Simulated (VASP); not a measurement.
Input of a VASP 6.6.1 run:

The input INCAR:

```
PREC = Accurate
ENCUT = 500
EDIFF = 1E-6
ISMEAR = -1
SIGMA = 0.05
LREAL = False
LASPH = True
NELM = 120
ALGO = Normal
ISIF = 2
LWAVE = False
LCHARG = False
GGA = PE
IVDW = 12
NBANDS = 15
GGA_COMPAT = False
```

Contents of KPOINTS:

```
Automatic mesh
0
Gamma
  6 6 6
```

POSCAR

```
CsI
1.0
    4.5049802719      0.0000000000      0.0000000000
    0.0000000000      4.5049802719      0.0000000000
    0.0000000000      0.0000000000      4.5049802719
Cs I
1 1
Direct
    0.0000000000      0.0000000000      0.0000000000
    0.5000000000      0.5000000000      0.5000000000
```

Potentials or basis: VASP PAW PBE potentials, release 64 (Cs_sv, I).

Command:

```sh
$ cat potpaw_PBE.64/Cs_sv/POTCAR potpaw_PBE.64/I/POTCAR > POTCAR
$ mpirun -np 1 vasp_std > vasp.out
```

Problem. What does it give for the band gap on the k mesh?

Solution. 4.02 eV (least direct gap 4.10 eV).

Problem. What does it give for the dispersion energy per atom?

Solution. -0.250 eV.

Caveat: spin-orbit coupling is left out, which moves the levels of the heavy elements. PBE gaps usually lie below the measured ones, often by a third to a half.
